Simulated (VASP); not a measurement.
# SiC (F-43m) in VASP: further runs

SiC is run at these levels: PBE; tasks: G0W0 quasiparticle levels.

All numbers are computed with VASP 6.6.1; they aren't measurements. Logs are shortened: lines on timing, memory, paths and dates and some standing lists are left out, and cuts for length are marked.

### 1 The cell of the first run

It takes space group F-43m (No. 216, cubic). The conventional cell has a = 4.358 Å, b = 4.358 Å, c = 4.358 Å, α = 90.00°, β = 90.00°, γ = 90.00°. Si (site symmetry -43m) has 4 C at 1.89 Å within 2.5 Å. C (site symmetry -43m) has 4 Si at 1.89 Å within 2.5 Å.

### 2 G0W0 quasiparticle levels, PBE

POSCAR reads:

```
SiC
1.0
    0.0000000000      2.1790000000      2.1790000000
    2.1790000000      0.0000000000      2.1790000000
    2.1790000000      2.1790000000      0.0000000000
Si C
1 1
Direct
    0.0000000000      0.0000000000      0.0000000000
    0.2500000000      0.2500000000      0.2500000000
```

INCAR.step1 reads:

```
SYSTEM = SiC
PREC     = Accurate       ! precision mode
ENCUT    = 500            ! plane-wave cutoff, eV
EDIFF    = 1E-8           ! SCF threshold, eV
ISMEAR   = 0              ! smearing method
SIGMA    = 0.01           ! smearing width, eV
LREAL    = .FALSE.        ! projectors in reciprocal space
LASPH    = .TRUE.         ! aspherical terms in the spheres
NELM     = 100            ! most SCF steps
ALGO     = Normal         ! electronic algorithm
LWAVE    = .TRUE.         ! write WAVECAR
LCHARG   = .FALSE.        ! write CHGCAR
GGA      = PE             ! functional
```

INCAR.step2 reads:

```
SYSTEM = SiC
PREC     = Accurate       ! precision mode
ENCUT    = 500            ! plane-wave cutoff, eV
EDIFF    = 1E-8           ! SCF threshold, eV
ISMEAR   = 0              ! smearing method
SIGMA    = 0.01           ! smearing width, eV
LREAL    = .FALSE.        ! projectors in reciprocal space
LASPH    = .TRUE.         ! aspherical terms in the spheres
NELM     = 1              ! most SCF steps
ALGO     = Exact          ! electronic algorithm
LWAVE    = .TRUE.         ! write WAVECAR
LCHARG   = .FALSE.        ! write CHGCAR
GGA      = PE             ! functional
NBANDS   = 295            ! bands
LOPTICS  = .TRUE.         ! frequency-dependent dielectric function
ISTART   = 1
```

INCAR.step3 reads:

```
SYSTEM = SiC
PREC     = Accurate       ! precision mode
ENCUT    = 500            ! plane-wave cutoff, eV
EDIFF    = 1E-8           ! SCF threshold, eV
ISMEAR   = 0              ! smearing method
SIGMA    = 0.01           ! smearing width, eV
LREAL    = .FALSE.        ! projectors in reciprocal space
LASPH    = .TRUE.         ! aspherical terms in the spheres
ALGO     = EVGW0          ! electronic algorithm
LWAVE    = .FALSE.        ! write WAVECAR
LCHARG   = .FALSE.        ! write CHGCAR
GGA      = PE             ! functional
NELMGW   = 1            
NBANDS   = 295            ! bands
ENCUTGW  = 200            ! cutoff of the response function
NOMEGA   = 48             ! frequency points
PRECFOCK = Fast         
ISTART   = 1            
NBANDSGW = 12
```

KPOINTS reads:

```
Automatic mesh
0
G
  2 2 2
  0 0 0
```

Potentials or basis: VASP PAW PBE potentials, release 64 (Si_GW, C_GW).

Launch:

```bash
> cat potpaw_PBE.64/Si_GW/POTCAR potpaw_PBE.64/C_GW/POTCAR > POTCAR
> cp INCAR.step1 INCAR
> mpirun -np 1 vasp_std > vasp.out
> cp INCAR.step2 INCAR
> mpirun -np 1 vasp_std > vasp.out
> cp INCAR.step3 INCAR
> mpirun -np 1 vasp_std > vasp.out
```

OUTCAR:

```text
SYSTEM = SiC
   PREC = Accurate
   ENCUT = 500
   EDIFF = 1E-8
   ISMEAR = 0
   LREAL = .FALSE.
   LASPH = .TRUE.
   GGA = PE
   NELMGW = 1
   ENCUTGW = 200
   PRECFOCK = Fast
   ISTART = 1

 ion  position               nearest neighbor table
   1  0.000  0.000  0.000-   2 1.89   2 1.89   2 1.89   2 1.89
   2  0.250  0.250  0.250-   1 1.89   1 1.89   1 1.89   1 1.89

  LATTYP: Found a face centered cubic cell.
 ALAT       =     4.3580000000

  Lattice vectors:

 A1 = (   0.0000000000,   2.1790000000,   2.1790000000)
 A2 = (   2.1790000000,   0.0000000000,   2.1790000000)
 A3 = (   2.1790000000,   2.1790000000,   0.0000000000)

Analysis of symmetry for initial positions (statically):
=====================================================================
 Subroutine PRICEL returns:
 Original cell was already a primitive cell.

 Routine SETGRP: Setting up the symmetry group for a
 face centered cubic supercell.

 Subroutine GETGRP returns: Found 24 space group operations
 (whereof 24 operations were pure point group operations)
 out of a pool of 48 trial point group operations.

The static configuration has the point symmetry T_d .

Analysis of symmetry for dynamics (positions and initial velocities):
=====================================================================
 Subroutine PRICEL returns:
 Original cell was already a primitive cell.

 Routine SETGRP: Setting up the symmetry group for a
 face centered cubic supercell.

 Subroutine GETGRP returns: Found 24 space group operations
 (whereof 24 operations were pure point group operations)
 out of a pool of 48 trial point group operations.

The dynamic configuration has the point symmetry T_d .

 Subroutine INISYM returns: Found 24 space group operations
 (whereof 24 operations are pure point group operations),
 and found     1 'primitive' translations

----------------------------------------------------------------------------------------

                                     Primitive cell

  volume of cell :      20.6920

  direct lattice vectors                    reciprocal lattice vectors
     0.000000000  2.179000000  2.179000000    -0.229463056  0.229463056  0.229463056
     2.179000000  0.000000000  2.179000000     0.229463056 -0.229463056  0.229463056
     2.179000000  2.179000000  0.000000000     0.229463056  0.229463056 -0.229463056

  length of vectors
     3.081571352  3.081571352  3.081571352     0.397441672  0.397441672  0.397441672

  position of ions in fractional coordinates (direct lattice)
     0.000000000  0.000000000  0.000000000
     0.250000000  0.250000000  0.250000000

  ion indices of the primitive-cell ions
   primitive index   ion index
                 1           1
                 2           2

----------------------------------------------------------------------------------------

 KPOINTS: Automatic mesh

Automatic generation of k-mesh.
 Grid dimensions read from file:
 generate k-points for:    2    2    2

 Generating k-lattice:

  Cartesian coordinates                     Fractional coordinates (reciprocal lattice)
    -0.114731528  0.114731528  0.114731528     0.500000000  0.000000000  0.000000000
     0.114731528 -0.114731528  0.114731528     0.000000000  0.500000000  0.000000000
     0.114731528  0.114731528 -0.114731528     0.000000000  0.000000000  0.500000000

  Length of vectors
     0.198720836  0.198720836  0.198720836

  Shift w.r.t. Gamma in fractional coordinates (k-lattice)
     0.000000000  0.000000000  0.000000000

 Subroutine IBZKPT returns following result:
 ===========================================

 Found      3 irreducible k-points:

 Following reciprocal coordinates:
            Coordinates               Weight
  0.000000  0.000000  0.000000      1.000000
  0.500000  0.000000  0.000000      4.000000
  0.500000  0.500000  0.000000      3.000000
   k-points           NKPTS =      3   k-points in BZ     NKDIM =      8   number of bands    NBANDS=    295
   number of dos      NEDOS =    301   number of ions     NIONS =      2
   total plane-waves  NPLWV =  13824
   dimension x,y,z NGX =    24 NGY =   24 NGZ =   24
   dimension x,y,z NGXF=    48 NGYF=   48 NGZF=   48
   ions per type =               1   1
   NGX,Y,Z   is equivalent  to a cutoff of  12.95, 12.95, 12.95 a.u.
   NGXF,Y,Z  is equivalent  to a cutoff of  25.90, 25.90, 25.90 a.u.
 SYSTEM =  SiC
   PREC   = accura    normal or accurate (medium, high low for compatibility)
   ISTART =      1    job   : 0-new  1-cont  2-samecut
   ICHARG =      0    charge: 1-file 2-atom 10-const
   ISPIN  =      1    spin polarized calculation?
   LNONCOLLINEAR =      F non collinear calculations
   LSORBIT =      F    spin-orbit coupling
   LASPH  =      T    aspherical Exc in radial PAW
   ENCUT  =  500.0 eV  36.75 Ry    6.06 a.u.   5.62  5.62  5.62*2*pi/ulx,y,z
   NELM   =     60;   NELMIN=  2; NELMDL=  0     # of ELM steps
   EDIFF  = 0.1E-07   stopping-criterion for ELM
   LREAL  =      F    real-space projection
   EDIFFG = 0.1E-06   stopping-criterion for IOM
   NSW    =      0    number of steps for IOM
   IBRION =     -1    ionic relax: 0-MD 1-quasi-New 2-CG
   NFREE  =      0    steps in history (QN), initial steepest desc. (CG)
   ISIF   =      0    stress and relaxation
   ISYM   =      3    0-nonsym 1-usesym 2-fastsym
   POTIM  = 0.5000    time-step for ionic-motion
   TEBEG  =    0.0;   TEEND  =   0.0 temperature during run
   PSTRESS=    0.0 pullay stress
   NELECT =       8.0000    total number of electrons
   NUPDOWN=      -1.0000    fix difference up-down
   EMIN   =  10.00;   EMAX   =-10.00  energy-range for DOS
   EFERMI =   0.00;   METHOD = LEGACY
   ISMEAR =     0;   SIGMA  =   0.01  broadening in eV -4-tet -1-fermi 0-gaus
   EFERMI_NEDOS =   21; number of points for ismear=-14 and -15
   IALGO  =     38    algorithm
   IMIX   =      4    mixing-type and parameters
     AMIX     =   0.40;   BMIX     =  1.00
     AMIX_MAG =   1.60;   BMIX_MAG =  1.00
  volume/ion in A,a.u.               =      10.35        69.82
  Fermi-wavevector in a.u.,A,eV,Ry     =   1.192626  2.253736 19.352338  1.422357
  Thomas-Fermi vector in A             =   2.328660
   LORBIT       =      0    0 simple, 1 ext, 2 COOP (PROOUT), +10 PAW based schemes
   GGA     = PE    functional components
   LHFCALC =     T    Hartree Fock is set to
   PRECFOCK=fast      Normal, Fast or Accurate (Low or Medium for compatibility)
   ENCUT4O =  -1.0   cutoff for four orbital integrals eV
   NKREDX  =     1    reduce k-point grid by
   NKREDY  =     1    reduce k-point grid by
   NKREDZ  =     1    reduce k-point grid by
   AEXX    =    1.0000 exact exchange contribution
   HFSCREEN=    0.0000 screening length (either q_TF or 0.3 A-1)
   HFSCREENC=   0.0000 screening length for correlation (either q_TF or 0.3 A-1)
   ENCUTFOCK=  -1.0 apply spherical cutoff to Coloumb kernel
   IVDW    =     0    specifies the selected vdW correction
   LEPSILON=     F    determine dielectric tensor
   LRPA    =     F    only Hartree local field effects (RPA)
   LRPAFORCE           =     F    calculate RPA forces
   ENCUTGW             = 200.0    cutoff for response function in eV
   ENCUTGWSOFT         = 160.0    soft cutoff for Coulomb kernel in GW response function in eV
   ENCUTLF             =  -1.0    cutoff for local field effects
   NELMGW              =     1    number of iterations in solving QP/BSE equation
   NELMHF              =     1    number of iterations in the inner HF iteration
   NKREDLFX            =     1    NKREDLFY  =   1   NKREDLFZ  =   1
 non-spin polarized calculation
 Gauss-broadening in eV      SIGMA  =   0.01
  energy-cutoff  :      500.00
  volume of cell :       20.69
 maximum number of plane-waves:       544
 NGX is ok and might be reduce to    24
  NGX = 14; NGY = 14; NGZ = 14
   NGX = 11   NGY = 11   NGZ = 11
 maximum number of plane-waves:       138

 QP shifts <psi_nk| G(iteration)W_0 |psi_nk>: iteration 1
 for sc-GW calculations column KS-energies equals QP-energies in previous step
 and V_xc(KS)=  KS-energies - (<T + V_ion + V_H > + <T+V_H+V_ion>^1  + <V_x>^1)

 k-point   1 :       0.0000    0.0000    0.0000
  band No.  KS-energies  QP-energies   sigma(KS)   V_xc(KS)     V^pw_x(r,r')   Z            occupation Imag(sigma)

      1      -7.3380      -8.7588     -14.6861     -12.6184     -21.3543       0.6871       2.0000       0.9740
      2       8.3135       7.5005     -15.8691     -14.8289     -18.8161       0.7815       2.0000       0.0821
      3       8.3135       7.5005     -15.8691     -14.8289     -18.8161       0.7815       2.0000       0.0821
      4       8.3135       7.5005     -15.8691     -14.8289     -18.8161       0.7815       2.0000       0.0821
      5      14.4716      14.6498     -12.8218     -13.0634      -6.3706       0.7379       0.0000      -0.2065
      6      15.1513      15.3780     -11.1495     -11.4411      -5.0772       0.7773       0.0000      -0.1494
      7      15.1513      15.3780     -11.1495     -11.4411      -5.0772       0.7773       0.0000      -0.1494
      8      15.1513      15.3780     -11.1495     -11.4411      -5.0772       0.7773       0.0000      -0.1494
      9      22.3472      22.6886     -10.9673     -11.3701      -4.3303       0.8476       0.0000      -0.2358
     10      22.3472      22.6886     -10.9673     -11.3701      -4.3303       0.8476       0.0000      -0.2358
     11      24.3769      24.2189      -9.7075      -9.5153      -2.5991       0.8217       0.0000      -0.6770
     12      25.1518      25.0477     -10.1588     -10.0281      -2.7489       0.7958       0.0000      -0.7270

 k-point   2 :       0.5000    0.0000    0.0000
  band No.  KS-energies  QP-energies   sigma(KS)   V_xc(KS)     V^pw_x(r,r')   Z            occupation Imag(sigma)

      1      -3.6651      -5.1655     -15.7246     -13.7288     -21.4486       0.7518       2.0000       0.9552
      2      -0.5401      -1.6857     -13.3719     -11.8950     -17.5133       0.7757       2.0000       0.2864
      3       7.1998       6.3088     -15.5460     -14.4169     -18.6216       0.7891       2.0000       0.0837
      4       7.1998       6.3088     -15.5460     -14.4169     -18.6216       0.7891       2.0000       0.0837
      5      13.4657      13.5725     -12.0024     -12.1365      -5.9560       0.7966       0.0000      -0.1451
      6      15.0726      15.1985     -10.7865     -10.9435      -4.7408       0.8024       0.0000      -0.1724
      7      15.0726      15.1985     -10.7865     -10.9435      -4.7408       0.8024       0.0000      -0.1724
      8      18.1838      18.0792     -11.5278     -11.3930      -4.6597       0.7758       0.0000      -0.3246
      9      24.3522      24.4997     -11.3076     -11.4937      -4.0658       0.7924       0.0000      -0.5790
     10      25.1414      25.5003     -11.0094     -11.4696      -3.5104       0.7797       0.0000      -0.7385
     11      25.1414      25.5003     -11.0094     -11.4696      -3.5104       0.7797       0.0000      -0.7385
     12      28.2771      28.6942     -11.6621     -12.1846      -4.3722       0.7984       0.0000      -0.5650

 k-point   3 :       0.5000    0.5000    0.0000
  band No.  KS-energies  QP-energies   sigma(KS)   V_xc(KS)     V^pw_x(r,r')   Z            occupation Imag(sigma)

      1      -2.1456      -3.5604     -15.9737     -14.2374     -21.5509       0.8148       2.0000       1.0675
      2       0.2166      -0.8930     -13.8664     -12.4200     -18.0020       0.7671       2.0000       0.2097
      3       4.9554       3.9577     -14.7284     -13.4480     -18.0643       0.7792       2.0000       0.0974
      4       4.9554       3.9577     -14.7284     -13.4480     -18.0643       0.7792       2.0000       0.0974
      5       9.2508       9.0754     -10.5049     -10.2857      -5.0882       0.8005       0.0000      -0.1109
      6      12.2235      12.1933     -10.6593     -10.6224      -5.0161       0.8178       0.0000      -0.1224
      7      22.1307      22.5028     -12.3360     -12.8135      -4.7278       0.7792       0.0000      -0.5667
      8      22.1307      22.5028     -12.3360     -12.8135      -4.7278       0.7792       0.0000      -0.5667
      9      23.1815      23.7733     -13.4049     -14.1375      -6.0009       0.8079       0.0000      -0.5227
     10      27.8744      28.2387     -10.6254     -11.0979      -2.8467       0.7710       0.0000      -0.8289
     11      30.1164      30.6327     -12.1311     -12.7827      -4.6705       0.7923       0.0000      -0.5428
     12      30.1164      30.6327     -12.1311     -12.7827      -4.6705       0.7923       0.0000      -0.5428
```

Run time: 29 s. Hardware: 1 thread of Intel Xeon 8259CL, shared host; peak memory 0.17 GiB.

What came out:

```yaml
Band_gap_on_the_k_mesh_mean-field_level: 0.94 eV, indirect (least direct gap 4.30 eV)
Quasiparticle_gap: 1.57 eV
Least_direct_quasiparticle_gap: 5.12 eV
```

Levels at points of the mesh, in eV from the valence-band top:
```csv
k point,band 2,band 3,band 4,band 5,band 6,band 7
"(0.00, 0.00, 0.00)",0.00,0.00,0.00,6.16,6.84,6.84
"(0.50, 0.00, 0.00)",-8.85,-1.11,-1.11,5.15,6.76,6.76
"(0.50, 0.50, 0.00)",-8.10,-3.36,-3.36,0.94,3.91,13.82
```

Caveat: the k points lie up to 1.25 Å⁻¹ apart; bands, screening cutoff and mesh are small and nothing is extrapolated, so the quasiparticle values aren't converged. A k mesh can miss the band edges.

(Part 1 of 2 ends here.)
